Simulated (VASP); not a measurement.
Wanted: the native input for a VASP 6.6.1 run.

- Task: single point
- Functional: PBEsol
- Potentials or basis: VASP PAW PBE potentials, release 64 (Ta_pv, H)
- Cutoff: 520 eV
- k mesh: 11 × 11 × 1
- Occupations: gaussian, width 0.1 eV
- Spin: no spin polarisation
- Dipole correction: yes
- Further INCAR settings: ALGO = Normal; EDIFF = 1e-06; NBANDS = 30

The structure of Ta4H lies in POSCAR:

```
Ta4H
1.0
    2.8410132459      0.0000000000      0.0000000000
   -0.9470044153      2.6785329755      0.0000000000
    0.0000000000      0.0000000000     25.9590328048
Ta H
4 1
Direct
    0.5000000000      0.5000000000      0.3274390099
    0.0000000000      0.0000000000      0.4167981790
    0.5000000000      0.5000000000      0.5053729794
    0.0000000000      0.0000000000      0.5931861125
    0.5000000000      1.0000000000      0.6428821324
```

One way to write it, as run:

INCAR

```
SYSTEM = Ta4H
  ALGO = Normal
  DIPOL = 0.5 0.5 0.497
  EDIFF = 1E-6
  ENCUT = 520
  GGA = PS
  IDIPOL = 3
  ISIF = 2
  ISMEAR = 0
  LASPH = .TRUE.
  LCHARG = .FALSE.
  LDIPOL = .TRUE.
  LREAL = .FALSE.
  LWAVE = .FALSE.
  NBANDS = 30
  NELM = 80
  PREC = Accurate
  SIGMA = 0.1
```

KPOINTS

```
k-points
0
G
  11 11 1
  0 0 0
```

Potentials or basis: VASP PAW PBE potentials, release 64 (Ta_pv, H).

The run is started by

```console
$ cat potpaw_PBE.64/Ta_pv/POTCAR potpaw_PBE.64/H/POTCAR > POTCAR
$ mpirun -np 1 vasp_std > vasp.out
```

It gave:

- Largest force: 0.517 eV/Å
- Band gap on the k mesh: zero (an odd number of electrons rules out a gap without spin polarisation)

Caveat: the PAW data sets were made with another functional, which shifts forces and pressure a little; spin-orbit coupling is left out, which moves the levels of the heavy elements.

It took 7 min on 1 thread of Intel(R) Xeon(R) 6975P-C (Granite Rapids), on a shared host, peak memory 0.51 GiB.
